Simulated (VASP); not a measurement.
# Ca3Ge (P4/mmm) in VASP: notebook

Ca3Ge is run at these levels: PBE; tasks: single point, relaxation of cell and atoms.

Everything below comes from runs of VASP 6.6.1. Logs are shortened: lines on timing, memory, paths and dates and some standing lists are left out, and cuts for length are marked.

**1. The cell of the first run**

The structure is tetragonal, space group P4/mmm (No. 123). The conventional cell has a = 3.740 Å, b = 3.740 Å, c = 9.377 Å, α = 90.00°, β = 90.00°, γ = 90.00°. Ca (site symmetry 4mm) has 4 Ge at 3.14 Å and 9 Ca at 3.40 to 3.99 Å within 4.1 Å. Within 4.9 Å of Ca (site symmetry 4/mmm) lie 12 Ca at 3.74 to 3.99 Å and 2 Ge at 4.69 Å. Ge (site symmetry 4/mmm) has 8 Ca at 3.14 Å and 4 Ge at 3.74 Å within 4.1 Å.

**2. Single point, PBE**

File INCAR:

```
SYSTEM = Ca3Ge
PREC = Accurate
ENCUT = 520
EDIFF = 1E-7
ISMEAR = 0
SIGMA = 0.1
LREAL = .False.
LASPH = .True.
NELM = 100
ALGO = Fast
ISIF = 2
LWAVE = .False.
LCHARG = .True.
GGA = PE
LELF = .True.
LVHAR = .True.
NBANDS = 30
```

File KPOINTS:

```
regular mesh
0
Gamma
  4 4 2
  0 0 0
```

File POSCAR:

```
Ca3Ge
1.0
    3.7396828196      0.0000000000      0.0000000000
    0.0000000000      3.7396828196      0.0000000000
    0.0000000000      0.0000000000      9.3766998490
Ca Ge
3 1
Direct
    0.0000000000      0.0000000000      0.3186506413
    0.5000000000      0.5000000000      0.0000000000
    0.0000000000      0.0000000000      0.6813493587
    0.5000000000      0.5000000000      0.5000000000
```

Potentials or basis: VASP PAW PBE potentials, release 64 (Ca_sv, Ge_d).

The run is started by

```
$ cat potpaw_PBE.64/Ca_sv/POTCAR potpaw_PBE.64/Ge_d/POTCAR > POTCAR
$ mpirun -np 1 vasp_std > vasp.out
```

OUTCAR:

```text
SYSTEM = Ca3Ge
   PREC = Accurate
   ENCUT = 520
   EDIFF = 1E-7
   ISMEAR = 0
   LREAL = .False.
   LASPH = .True.
   NELM = 100
   ISIF = 2
   GGA = PE

 ion  position               nearest neighbor table
   1  0.000  0.000  0.319-
   2  0.500  0.500  0.000-
   3  0.000  0.000  0.681-
   4  0.500  0.500  0.500-

  LATTYP: Found a simple tetragonal cell.
 ALAT       =     3.7396828196
 C/A-ratio  =     2.5073516395

  Lattice vectors:

 A1 = (   3.7396828196,   0.0000000000,   0.0000000000)
 A2 = (   0.0000000000,   3.7396828196,   0.0000000000)
 A3 = (   0.0000000000,   0.0000000000,   9.3766998490)

Analysis of symmetry for initial positions (statically):
=====================================================================
 Subroutine PRICEL returns:
 Original cell was already a primitive cell.

 Routine SETGRP: Setting up the symmetry group for a
 simple tetragonal supercell.

 Subroutine GETGRP returns: Found 16 space group operations
 (whereof 16 operations were pure point group operations)
 out of a pool of 16 trial point group operations.

The static configuration has the point symmetry D_4h.

Analysis of symmetry for dynamics (positions and initial velocities):
=====================================================================
 Subroutine PRICEL returns:
 Original cell was already a primitive cell.

 Routine SETGRP: Setting up the symmetry group for a
 simple tetragonal supercell.

 Subroutine GETGRP returns: Found 16 space group operations
 (whereof 16 operations were pure point group operations)
 out of a pool of 16 trial point group operations.

The dynamic configuration has the point symmetry D_4h.

 Subroutine INISYM returns: Found 16 space group operations
 (whereof 16 operations are pure point group operations),
 and found     1 'primitive' translations

----------------------------------------------------------------------------------------

                                     Primitive cell

  volume of cell :     131.1353

  direct lattice vectors                    reciprocal lattice vectors
     3.739682820  0.000000000  0.000000000     0.267402357  0.000000000  0.000000000
     0.000000000  3.739682820  0.000000000     0.000000000  0.267402357  0.000000000
     0.000000000  0.000000000  9.376699849     0.000000000  0.000000000  0.106647330

  length of vectors
     3.739682820  3.739682820  9.376699849     0.267402357  0.267402357  0.106647330

  position of ions in fractional coordinates (direct lattice)
     0.000000000  0.000000000  0.318650641
     0.500000000  0.500000000  0.000000000
     0.000000000  0.000000000  0.681349359
     0.500000000  0.500000000  0.500000000

  ion indices of the primitive-cell ions
   primitive index   ion index
                 1           1
                 2           2
                 3           3
                 4           4

----------------------------------------------------------------------------------------

 KPOINTS: regular mesh

Automatic generation of k-mesh.
 Grid dimensions read from file:
 generate k-points for:    4    4    2

 Generating k-lattice:

  Cartesian coordinates                     Fractional coordinates (reciprocal lattice)
     0.066850589  0.000000000  0.000000000     0.250000000  0.000000000  0.000000000
     0.000000000  0.066850589  0.000000000     0.000000000  0.250000000  0.000000000
     0.000000000  0.000000000  0.053323665     0.000000000  0.000000000  0.500000000

  Length of vectors
     0.066850589  0.066850589  0.053323665

  Shift w.r.t. Gamma in fractional coordinates (k-lattice)
     0.000000000  0.000000000  0.000000000

 Subroutine IBZKPT returns following result:
 ===========================================

 Found     12 irreducible k-points:

 Following reciprocal coordinates:
            Coordinates               Weight
  0.000000  0.000000  0.000000      1.000000
  0.250000  0.000000  0.000000      4.000000
  0.500000  0.000000  0.000000      2.000000
  0.250000  0.250000  0.000000      4.000000
  0.500000  0.250000  0.000000      4.000000
  0.500000  0.500000  0.000000      1.000000
  0.000000  0.000000  0.500000      1.000000
  0.250000  0.000000  0.500000      4.000000
  0.500000  0.000000  0.500000      2.000000
  0.250000  0.250000  0.500000      4.000000
  0.500000  0.250000  0.500000      4.000000
  0.500000  0.500000  0.500000      1.000000
   k-points           NKPTS =     12   k-points in BZ     NKDIM =     12   number of bands    NBANDS=     30
   number of dos      NEDOS =    301   number of ions     NIONS =      4
   total plane-waves  NPLWV =  54880
   dimension x,y,z NGX =    28 NGY =   28 NGZ =   70
   dimension x,y,z NGXF=    56 NGYF=   56 NGZF=  140
   ions per type =               3   1
   NGX,Y,Z   is equivalent  to a cutoff of  12.45, 12.45, 12.41 a.u.
   NGXF,Y,Z  is equivalent  to a cutoff of  24.89, 24.89, 24.82 a.u.
 SYSTEM =  Ca3Ge
   PREC   = accura    normal or accurate (medium, high low for compatibility)
   ISTART =      0    job   : 0-new  1-cont  2-samecut
   ICHARG =      2    charge: 1-file 2-atom 10-const
   ISPIN  =      1    spin polarized calculation?
   LNONCOLLINEAR =      F non collinear calculations
   LSORBIT =      F    spin-orbit coupling
   LASPH  =      T    aspherical Exc in radial PAW
   ENCUT  =  520.0 eV  38.22 Ry    6.18 a.u.   6.95  6.95 17.43*2*pi/ulx,y,z
   NELM   =    100;   NELMIN=  2; NELMDL= -5     # of ELM steps
   EDIFF  = 0.1E-06   stopping-criterion for ELM
   LREAL  =      F    real-space projection
   EDIFFG = 0.1E-05   stopping-criterion for IOM
   NSW    =      0    number of steps for IOM
   IBRION =     -1    ionic relax: 0-MD 1-quasi-New 2-CG
   NFREE  =      0    steps in history (QN), initial steepest desc. (CG)
   ISIF   =      2    stress and relaxation
   ISYM   =      2    0-nonsym 1-usesym 2-fastsym
   POTIM  = 0.5000    time-step for ionic-motion
   TEBEG  =    0.0;   TEEND  =   0.0 temperature during run
   PSTRESS=    0.0 pullay stress
   NELECT =      44.0000    total number of electrons
   NUPDOWN=      -1.0000    fix difference up-down
   EMIN   =  10.00;   EMAX   =-10.00  energy-range for DOS
   EFERMI =   0.00;   METHOD = LEGACY
   ISMEAR =     0;   SIGMA  =   0.10  broadening in eV -4-tet -1-fermi 0-gaus
   EFERMI_NEDOS =   21; number of points for ismear=-14 and -15
   IALGO  =     68    algorithm
   IMIX   =      4    mixing-type and parameters
     AMIX     =   0.40;   BMIX     =  1.00
     AMIX_MAG =   1.60;   BMIX_MAG =  1.00
  volume/ion in A,a.u.               =      32.78       221.24
  Fermi-wavevector in a.u.,A,eV,Ry     =   1.137590  2.149734 17.607458  1.294112
  Thomas-Fermi vector in A             =   2.274295
   LORBIT       =      0    0 simple, 1 ext, 2 COOP (PROOUT), +10 PAW based schemes
   GGA     = PE    functional components
   LHFCALC =     F    Hartree Fock is set to
   AEXX    =    0.0000 exact exchange contribution
   IVDW    =     0    specifies the selected vdW correction
   LEPSILON=     F    determine dielectric tensor
   LRPA    =     F    only Hartree local field effects (RPA)
 non-spin polarized calculation
 RMM-DIIS sequential band-by-band and
 Gauss-broadening in eV      SIGMA  =   0.10
  energy-cutoff  :      520.00
  volume of cell :      131.14
 maximum number of plane-waves:      3552
 NGX is ok and might be reduce to    28
   NGX = 13   NGY = 13   NGZ = 35

 number of electron      43.9999967 magnetization

 Free energy of the ion-electron system (eV)
  ---------------------------------------------------
  ext. energy  EPLUGINS =         0.00000000
  ---------------------------------------------------
  free energy    TOTEN  =       -11.66347513 eV

  energy without entropy =      -11.65154718  energy(sigma->0) =      -11.65751115

 E-fermi :   2.7365     XC(G=0):  -8.5356

 val. band max:        2.7235156622   @ k =   0.5000   0.2500   0.0000
 cond. band min:       2.7876320367   @ k =   0.5000   0.5000   0.5000
 fundamental gap:      0.0641163746
 Fermi energy:         2.7365227036

 k-point     1 :       0.0000    0.0000    0.0000
  band No.  band energies     occupation
      1     -39.2654      2.00000
      2     -38.5290      2.00000
      3     -38.5151      2.00000
      4     -21.0284      2.00000
      5     -21.0248      2.00000
      6     -21.0217      2.00000
[... 22 lines left out ...]
     29       5.7467      0.00000
     30       5.7467      0.00000

 k-point     2 :       0.2500    0.0000    0.0000
  band No.  band energies     occupation
      1     -39.2613      2.00000
      2     -38.5246      2.00000
      3     -38.5109      2.00000
      4     -21.0319      2.00000
      5     -21.0229      2.00000
      6     -21.0212      2.00000
[... 22 lines left out ...]
     29       5.8241      0.00000
     30       5.9651      0.00000

 k-point     3 :       0.5000    0.0000    0.0000
  band No.  band energies     occupation
      1     -39.2573      2.00000
      2     -38.5202      2.00000
      3     -38.5066      2.00000
      4     -21.0354      2.00000
      5     -21.0240      2.00000
      6     -21.0185      2.00000
[... 22 lines left out ...]
     29       5.5033      0.00000
     30       5.7138      0.00000

 k-point     4 :       0.2500    0.2500    0.0000
  band No.  band energies     occupation
      1     -39.2573      2.00000
      2     -38.5203      2.00000
      3     -38.5067      2.00000
      4     -21.0353      2.00000
      5     -21.0247      2.00000
      6     -21.0213      2.00000
[... 220 lines left out ...]
     29       5.5267      0.00000
     30       5.5939      0.00000

 k-point    11 :       0.5000    0.2500    0.5000
  band No.  band energies     occupation
      1     -39.2533      2.00000
      2     -38.5160      2.00000
      3     -38.5024      2.00000
      4     -21.0385      2.00000
      5     -21.0259      2.00000
      6     -21.0233      2.00000
[... 22 lines left out ...]
     29       5.5746      0.00000
     30       5.6047      0.00000

 k-point    12 :       0.5000    0.5000    0.5000
  band No.  band energies     occupation
      1     -39.2494      2.00000
      2     -38.5117      2.00000
      3     -38.4983      2.00000
      4     -21.0414      2.00000
      5     -21.0280      2.00000
      6     -21.0280      2.00000
[... 22 lines left out ...]
     29       5.5062      0.00000
     30       6.6161      0.00000

------------------------ aborting loop because EDIFF is reached ----------------------------------------

  FORCE on cell =-STRESS in cart. coord.  units (eV):
  Direction    XX          YY          ZZ          XY          YZ          ZX
  --------------------------------------------------------------------------------------
  -------------------------------------------------------------------------------------
  Total        0.0721323      0.0721323     -0.0290947      0.0000000      0.0000000     -0.0000000
  in kB        0.8812941      0.8812941     -0.3554717      0.0000000      0.0000000     -0.0000000
  external PRESSURE =       0.4690388 kB  Pullay stress =       0.0000000 kB

 VOLUME and BASIS-vectors are now :
 -----------------------------------------------------------------------------
  energy-cutoff  :      520.00
  volume of cell :      131.14
      direct lattice vectors                 reciprocal lattice vectors
     3.739682820  0.000000000  0.000000000     0.267402357  0.000000000  0.000000000
     0.000000000  3.739682820  0.000000000     0.000000000  0.267402357  0.000000000
     0.000000000  0.000000000  9.376699849     0.000000000  0.000000000  0.106647330

 POSITION                                       TOTAL-FORCE (eV/Angst)
 -----------------------------------------------------------------------------------
      0.00000      0.00000      2.98789         0.000000      0.000000      0.017999
      1.86984      1.86984      0.00000         0.000000      0.000000      0.000000
      0.00000      0.00000      6.38881        -0.000000     -0.000000     -0.017999
      1.86984      1.86984      4.68835         0.000000      0.000000      0.000000
 -----------------------------------------------------------------------------------
    total drift:                                0.000000      0.000000      0.000000

  FREE ENERGIE OF THE ION-ELECTRON SYSTEM (eV)
  ---------------------------------------------------
  free  energy   TOTEN  =       -11.6634751295 eV

  energy  without entropy=      -11.6515471765  energy(sigma->0) =      -11.65751115
```

It took 9.9 min on 1 thread of Oxide Virtual Turin-like, shared host; peak memory 0.21 GiB.

Results:

```
Free energy            : -11.6635 eV
Pressure               : 0.0 GPa
Largest force          : 0.018 eV/Å
Band gap on the k mesh : zero (bands 22 and 23 overlap by 1.34 eV)
```

Forces in eV/Å, atoms in the order of the input:
```
Ca   0.000  0.000  0.018
Ca   0.000  0.000  0.000
Ca   0.000  0.000 -0.018
Ge   0.000  0.000  0.000
```

Stress tensor (GPa, compression positive):
```
 0.09  0.00  0.00
 0.00  0.09  0.00
 0.00  0.00 -0.04
```

Caveat: the k points lie up to 0.42 Å⁻¹ apart, too coarse for converged energies and pressures of a metal.

**3. Single point, PBE**

This run uses another cell than the first one, of 36.68 Å³/atom.

File INCAR:

```
ALGO     = Normal         # electronic algorithm
EDIFF    = 1E-6           # SCF threshold, eV
ENCUT    = 520            # plane-wave cutoff, eV
GGA      = PE             # functional
ISIF     = 2              # what is computed and relaxed
ISMEAR   = 0              # smearing method
LASPH    = T              # aspherical terms in the spheres
LCHARG   = F              # write CHGCAR
LREAL    = F              # projectors in reciprocal space
LWAVE    = F              # write WAVECAR
NBANDS   = 30             # bands
NELM     = 80             # most SCF steps
PREC     = Accurate       # precision mode
SIGMA    = 0.1            # smearing width, eV
```

File KPOINTS:

```
k-points
0
Gamma
  4 4 2
```

File POSCAR:

```
Ca3Ge
1.0
    4.1861678100      0.0000000000      0.0000000000
    0.0000000000      4.1861678100      0.0000000000
    0.0000000000      0.0000000000      8.3723356300
Ca Ge
3 1
Direct
    0.0000000000      0.0000000000      0.2500000000
    0.5000000000      0.5000000000      0.0000000000
    0.0000000000      0.0000000000      0.7500000000
    0.5000000000      0.5000000000      0.5000000000
```

Potentials or basis: VASP PAW PBE potentials, release 64 (Ca_sv, Ge_d).

The run is started by

```
$ cat potpaw_PBE.64/Ca_sv/POTCAR potpaw_PBE.64/Ge_d/POTCAR > POTCAR
$ mpirun -np 1 vasp_std > vasp.out
```

It took 55 s on 1 thread of Oxide Virtual Turin-like, shared host; peak memory 0.22 GiB.

Results (log left out):

```yaml
Free_energy: -10.4689 eV
Pressure: -2.7 GPa
Largest_force: 1.490 eV/Å
Band_gap_on_the_k_mesh: zero (bands 22 and 23 overlap by 0.88 eV)
```

Forces on the atoms (eV/Å):
```
Ca   0.000  0.000  1.490
Ca   0.000  0.000  0.000
Ca   0.000  0.000 -1.490
Ge   0.000  0.000  0.000
```

Stress tensor (GPa, compression positive):
```
-1.52  0.00  0.00
 0.00 -1.52  0.00
 0.00  0.00 -5.08
```

Levels at points of the mesh, in eV from the Fermi level:
| k point | band 18 | band 19 | band 20 | band 21 | band 22 | band 23 | band 24 | band 25 | band 26 | band 27 |
| --- | --- | --- | --- | --- | --- | --- | --- | --- | --- | --- |
| (0.00, 0.00, 0.00) | -7.60 | -3.26 | -2.48 | 0.24 | 0.47 | 1.18 | 1.18 | 1.66 | 2.32 | 2.32 |
| (0.50, 0.00, 0.00) | -7.02 | -2.44 | -1.47 | -0.93 | -0.52 | -0.41 | 1.37 | 1.59 | 1.72 | 1.79 |
| (0.50, 0.50, 0.00) | -6.57 | -1.19 | -1.19 | -0.69 | -0.60 | 0.22 | 0.22 | 0.46 | 0.73 | 0.73 |
| (0.00, 0.00, 0.50) | -7.58 | -3.79 | -1.08 | -0.60 | 0.30 | 1.20 | 1.20 | 1.42 | 2.29 | 2.31 |
| (0.50, 0.00, 0.50) | -7.01 | -2.24 | -1.87 | -1.40 | -0.26 | 0.57 | 1.14 | 1.21 | 1.54 | 1.64 |
| (0.50, 0.50, 0.50) | -6.56 | -1.20 | -1.20 | -1.13 | -0.46 | 0.21 | 0.21 | 0.81 | 0.81 | 1.53 |

Caveat: the k points lie up to 0.38 Å⁻¹ apart, too coarse for converged energies and pressures of a metal; forces of over 1 eV/Å act on the atoms, so gaps and moduli don't describe the material at rest.

(Continued in part 2 of 2.)

The gap in the log of VASP goes by the Fermi energy; the results here count the filled bands.